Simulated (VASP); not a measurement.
# Os (P6_3/mmc) in VASP: a series of runs

The runs below take Os through single point, with r2SCAN.

Program: VASP 6.6.1. These are calculated values, not measurements. Logs are shortened: lines on timing, memory, paths and dates and some standing lists are left out, and cuts for length are marked.

## 1. The cell of the first run

The structure is hexagonal, space group P6_3/mmc (No. 194). The conventional cell has a = 2.734 Å, b = 2.734 Å, c = 4.320 Å, α = 90.00°, β = 90.00°, γ = 120.00°. Os (site symmetry -6m2) has 12 Os at 2.68 to 2.73 Å within 3.5 Å.

## 2. Single point, r2SCAN

File POSCAR:

```
Os
1.0
    2.7341000000      0.0000000000      0.0000000000
   -1.3670500000      2.3678000565      0.0000000000
    0.0000000000      0.0000000000      4.3197000000
Os
2
Direct
    0.3333333333      0.6666666667      0.2500000000
    0.6666666667      0.3333333333      0.7500000000
```

File INCAR.step1:

```
  PREC = Accurate
  ENCUT = 520
  ISMEAR = 0
  SIGMA = 0.1
  LREAL = F
  LASPH = T
  NELM = 80
  NBANDS = 15
  GGA = PE
  ALGO = Normal
  EDIFF = 1E-4
  LWAVE = T
  LCHARG = F
```

File INCAR.step2:

```
  PREC = Accurate
  ENCUT = 520
  EDIFF = 1E-7
  ISMEAR = 0
  SIGMA = 0.1
  LREAL = F
  LASPH = T
  NELM = 80
  ALGO = Normal
  ISIF = 2
  LWAVE = F
  LCHARG = T
  METAGGA = R2SCAN
  LMIXTAU = T
  LELF = T
  LVHAR = T
  NBANDS = 15
  ISTART = 1
```

File KPOINTS:

```
Automatic mesh
0
Gamma
  9 9 4
```

Potentials or basis: VASP PAW PBE potentials, release 64 (Os).

Run with:

```
cat potpaw_PBE.64/Os/POTCAR > POTCAR
cp INCAR.step1 INCAR
mpirun -np 1 vasp_std > vasp.out
cp INCAR.step2 INCAR
mpirun -np 1 vasp_std > vasp.out
```

OUTCAR:

```text
PREC = Accurate
   ENCUT = 520
   EDIFF = 1E-7
   ISMEAR = 0
   LREAL = F
   LASPH = T
   NELM = 80
   ISIF = 2
   METAGGA = R2SCAN
   ISTART = 1

 ion  position               nearest neighbor table
   1  0.333  0.667  0.250-   2 2.68   2 2.68   2 2.68   2 2.68   2 2.68   2 2.68
   2  0.667  0.333  0.750-   1 2.68   1 2.68   1 2.68   1 2.68   1 2.68   1 2.68

  LATTYP: Found a hexagonal cell.
 ALAT       =     2.7341000000
 C/A-ratio  =     1.5799348963

  Lattice vectors:

 A1 = (   2.7341000000,   0.0000000000,   0.0000000000)
 A2 = (  -1.3670500000,   2.3678000565,   0.0000000000)
 A3 = (   0.0000000000,   0.0000000000,   4.3197000000)

Analysis of symmetry for initial positions (statically):
=====================================================================
 Subroutine PRICEL returns:
 Original cell was already a primitive cell.

 Routine SETGRP: Setting up the symmetry group for a
 hexagonal supercell.

 Subroutine GETGRP returns: Found 24 space group operations
 (whereof 12 operations were pure point group operations)
 out of a pool of 24 trial point group operations.

The static configuration has the point symmetry D_3d.
 The point group associated with its full space group is D_6h.

Analysis of symmetry for dynamics (positions and initial velocities):
=====================================================================
 Subroutine PRICEL returns:
 Original cell was already a primitive cell.

 Routine SETGRP: Setting up the symmetry group for a
 hexagonal supercell.

 Subroutine GETGRP returns: Found 24 space group operations
 (whereof 12 operations were pure point group operations)
 out of a pool of 24 trial point group operations.

The dynamic configuration has the point symmetry D_3d.
 The point group associated with its full space group is D_6h.

 Subroutine INISYM returns: Found 24 space group operations
 (whereof 12 operations are pure point group operations),
 and found     1 'primitive' translations

----------------------------------------------------------------------------------------

                                     Primitive cell

  volume of cell :      27.9649

  direct lattice vectors                    reciprocal lattice vectors
     2.734100000  0.000000000  0.000000000     0.365751070  0.211166479  0.000000000
    -1.367050000  2.367800057  0.000000000     0.000000000  0.422332957  0.000000000
     0.000000000  0.000000000  4.319700000     0.000000000  0.000000000  0.231497558

  length of vectors
     2.734100000  2.734100000  4.319700000     0.422332957  0.422332957  0.231497558

  position of ions in fractional coordinates (direct lattice)
     0.333333333  0.666666667  0.250000000
     0.666666667  0.333333333  0.750000000

  ion indices of the primitive-cell ions
   primitive index   ion index
                 1           1
                 2           2

----------------------------------------------------------------------------------------

 KPOINTS: Automatic mesh

Automatic generation of k-mesh.
 Grid dimensions read from file:
 generate k-points for:    9    9    4

 Generating k-lattice:

  Cartesian coordinates                     Fractional coordinates (reciprocal lattice)
     0.040639008  0.023462942  0.000000000     0.111111111  0.000000000  0.000000000
     0.000000000  0.046925884  0.000000000     0.000000000  0.111111111  0.000000000
     0.000000000  0.000000000  0.057874389     0.000000000  0.000000000  0.250000000

  Length of vectors
     0.046925884  0.046925884  0.057874389

  Shift w.r.t. Gamma in fractional coordinates (k-lattice)
     0.000000000  0.000000000  0.000000000

 Subroutine IBZKPT returns following result:
 ===========================================

 Found     36 irreducible k-points:

 Following reciprocal coordinates:
            Coordinates               Weight
  0.000000  0.000000  0.000000      1.000000
  0.111111  0.000000  0.000000      6.000000
  0.222222  0.000000  0.000000      6.000000
  0.333333  0.000000  0.000000      6.000000
  0.444444  0.000000  0.000000      6.000000
  0.111111  0.111111  0.000000      6.000000
[... 16 lines left out ...]
  0.333333  0.222222  0.250000     24.000000
  0.333333  0.333333  0.250000      4.000000
 [... further k-points ...]
   k-points           NKPTS =     36   k-points in BZ     NKDIM =     36   number of bands    NBANDS=     15
   number of dos      NEDOS =    301   number of ions     NIONS =      2
   total plane-waves  NPLWV =  12800
   dimension x,y,z NGX =    20 NGY =   20 NGZ =   32
   dimension x,y,z NGXF=    40 NGYF=   40 NGZF=   64
   ions per type =               2
   NGX,Y,Z   is equivalent  to a cutoff of  12.16, 12.16, 12.32 a.u.
   NGXF,Y,Z  is equivalent  to a cutoff of  24.32, 24.32, 24.63 a.u.
 SYSTEM =  unknown system
   PREC   = accura    normal or accurate (medium, high low for compatibility)
   ISTART =      1    job   : 0-new  1-cont  2-samecut
   ICHARG =      0    charge: 1-file 2-atom 10-const
   ISPIN  =      1    spin polarized calculation?
   LNONCOLLINEAR =      F non collinear calculations
   LSORBIT =      F    spin-orbit coupling
   LASPH  =      T    aspherical Exc in radial PAW
   ENCUT  =  520.0 eV  38.22 Ry    6.18 a.u.   5.08  5.08  8.03*2*pi/ulx,y,z
   NELM   =     80;   NELMIN=  2; NELMDL=  0     # of ELM steps
   EDIFF  = 0.1E-06   stopping-criterion for ELM
   LREAL  =      F    real-space projection
   EDIFFG = 0.1E-05   stopping-criterion for IOM
   NSW    =      0    number of steps for IOM
   IBRION =     -1    ionic relax: 0-MD 1-quasi-New 2-CG
   NFREE  =      0    steps in history (QN), initial steepest desc. (CG)
   ISIF   =      2    stress and relaxation
   ISYM   =      2    0-nonsym 1-usesym 2-fastsym
   POTIM  = 0.5000    time-step for ionic-motion
   TEBEG  =    0.0;   TEEND  =   0.0 temperature during run
   PSTRESS=    0.0 pullay stress
   NELECT =      16.0000    total number of electrons
   NUPDOWN=      -1.0000    fix difference up-down
   EMIN   =  10.00;   EMAX   =-10.00  energy-range for DOS
   EFERMI =   0.00;   METHOD = LEGACY
   ISMEAR =     0;   SIGMA  =   0.10  broadening in eV -4-tet -1-fermi 0-gaus
   EFERMI_NEDOS =   21; number of points for ismear=-14 and -15
   IALGO  =     38    algorithm
   IMIX   =      4    mixing-type and parameters
     AMIX     =   0.40;   BMIX     =  1.00
     AMIX_MAG =   1.60;   BMIX_MAG =  1.00
  volume/ion in A,a.u.               =      13.98        94.36
  Fermi-wavevector in a.u.,A,eV,Ry     =   1.359076  2.568282 25.131161  1.847088
  Thomas-Fermi vector in A             =   2.485855
   LORBIT       =      0    0 simple, 1 ext, 2 COOP (PROOUT), +10 PAW based schemes
   METAGGA = R2SCAN    functional components
   LHFCALC =     F    Hartree Fock is set to
   AEXX    =    0.0000 exact exchange contribution
   IVDW    =     0    specifies the selected vdW correction
   LEPSILON=     F    determine dielectric tensor
   LRPA    =     F    only Hartree local field effects (RPA)
 non-spin polarized calculation
 Gauss-broadening in eV      SIGMA  =   0.10
  energy-cutoff  :      520.00
  volume of cell :       27.96
 maximum number of plane-waves:       768
   NGX = 11   NGY = 11   NGZ = 17

 number of electron      15.9999998 magnetization

 Free energy of the ion-electron system (eV)
  ---------------------------------------------------
  ext. energy  EPLUGINS =         0.00000000
  ---------------------------------------------------
  free energy    TOTEN  =      -106.02781054 eV

  energy without entropy =     -106.02558254  energy(sigma->0) =     -106.02669654

 E-fermi :   9.4151     XC(G=0): -15.3999

 val. band max:        9.4144423622   @ k =   0.3333   0.0000   0.2500
 cond. band min:       9.6334407445   @ k =   0.3333   0.1111   0.2500
 fundamental gap:      0.2189983823
 Fermi energy:         9.4150616150

 k-point     1 :       0.0000    0.0000    0.0000
  band No.  band energies     occupation
      1      -2.1712      2.00000
      2       1.1201      2.00000
      3       6.0823      2.00000
      4       6.0823      2.00000
      5       6.3447      2.00000
      6       6.9497      2.00000
      7       6.9497      2.00000
      8       7.6214      2.00000
      9       7.6214      2.00000
     10       9.2730      1.95549
     11      11.0110      0.00000
     12      11.0110      0.00000
     13      18.8316      0.00000
     14      24.0501      0.00000
     15      26.8551      0.00000

 k-point     2 :       0.1111    0.0000    0.0000
  band No.  band energies     occupation
      1      -1.6562      2.00000
      2       1.5642      2.00000
      3       5.3340      2.00000
      4       6.5379      2.00000
      5       6.6268      2.00000
      6       6.8341      2.00000
      7       7.0252      2.00000
      8       7.2799      2.00000
      9       7.3736      2.00000
     10       7.9728      2.00000
     11      11.2393      0.00000
     12      13.2420      0.00000
     13      18.7726      0.00000
     14      25.0544      0.00000
     15      27.4769      0.00000

 k-point     3 :       0.2222    0.0000    0.0000
  band No.  band energies     occupation
      1      -0.3042      2.00000
      2       2.3894      2.00000
      3       4.6783      2.00000
      4       4.9097      2.00000
      5       6.1287      2.00000
      6       6.5853      2.00000
      7       7.3343      2.00000
      8       7.8275      2.00000
      9       8.1223      2.00000
     10       8.5584      2.00000
     11      11.6396      0.00000
     12      16.3304      0.00000
     13      18.4667      0.00000
     14      24.9718      0.00000
     15      26.8289      0.00000
[... 343 lines left out ...]
 k-point    23 :       0.3333    0.2222    0.2500
  band No.  band energies     occupation
      1       2.2944      2.00000
      2       3.3457      2.00000
      3       3.5587      2.00000
      4       4.2140      2.00000
      5       5.3906      2.00000
      6       6.3635      2.00000
      7       7.5019      2.00000
      8       9.6794      0.00018
      9      10.5080      0.00000
     10      11.8327      0.00000
     11      14.5920      0.00000
     12      16.3306      0.00000
     13      19.2176      0.00000
     14      19.7954      0.00000
     15      22.6442      0.00000

 k-point    24 :       0.3333    0.3333    0.2500
  band No.  band energies     occupation
      1       2.9905      2.00000
      2       3.3781      2.00000
      3       3.3781      2.00000
      4       4.4613      2.00000
      5       5.6307      2.00000
      6       5.6307      2.00000
      7       7.6770      2.00000
      8       9.6399      0.00148
      9      10.9501      0.00000
     10      10.9501      0.00000
     11      15.9010      0.00000
     12      15.9010      0.00000
     13      18.5294      0.00000
     14      22.0076      0.00000
     15      22.0077      0.00000

 [... further k-points ...]
[... 5 lines left out ...]
  --------------------------------------------------------------------------------------
  -------------------------------------------------------------------------------------
  Total        0.3827342      0.3827342      0.2145116     -0.0000000     -0.0000000     -0.0000000
  in kB       21.9277885     21.9277885     12.2899023     -0.0000000     -0.0000000     -0.0000000
  external PRESSURE =      18.7151598 kB  Pullay stress =       0.0000000 kB

 VOLUME and BASIS-vectors are now :
 -----------------------------------------------------------------------------
  energy-cutoff  :      520.00
  volume of cell :       27.96
      direct lattice vectors                 reciprocal lattice vectors
     2.734100000  0.000000000  0.000000000     0.365751070  0.211166479  0.000000000
    -1.367050000  2.367800057  0.000000000     0.000000000  0.422332957  0.000000000
     0.000000000  0.000000000  4.319700000     0.000000000  0.000000000  0.231497558

 POSITION                                       TOTAL-FORCE (eV/Angst)
 -----------------------------------------------------------------------------------
     -0.00000      1.57853      1.07993         0.000000     -0.000000      0.000000
      1.36705      0.78927      3.23977        -0.000000      0.000000      0.000000
 -----------------------------------------------------------------------------------
    total drift:                               -0.000000      0.000000     -0.000000

  FREE ENERGIE OF THE ION-ELECTRON SYSTEM (eV)
  ---------------------------------------------------
  free  energy   TOTEN  =      -106.0278105390 eV

  energy  without entropy=     -106.0255825412  energy(sigma->0) =     -106.02669654
```

Run time: 24 s. Hardware: 1 thread of Intel Xeon 6975P-C (Granite Rapids), shared host; peak memory 0.14 GiB.

What came out:

```
Free energy            : -106.0278 eV
Pressure               : 1.9 GPa
Band gap on the k mesh : zero (band 8 reaches 11.36 eV, above the bottom of band 9 at 7.37 eV)
```

Levels at points of the mesh, in eV from the Fermi level:
```csv
k point,band 6,band 7,band 8,band 9,band 10,band 11
"(0.00, 0.00, 0.00)",-2.47,-2.47,-1.79,-1.79,-0.14,1.60
"(0.00, 0.00, 0.50)",-3.54,-3.54,-3.54,0.76,0.76,0.76
```

Caveat: the k points lie up to 0.36 Å⁻¹ apart; the PAW data sets were made with another functional, which shifts forces and pressure a little; spin-orbit coupling is left out, which moves the levels of the heavy elements.

[end of part 1 of 2]
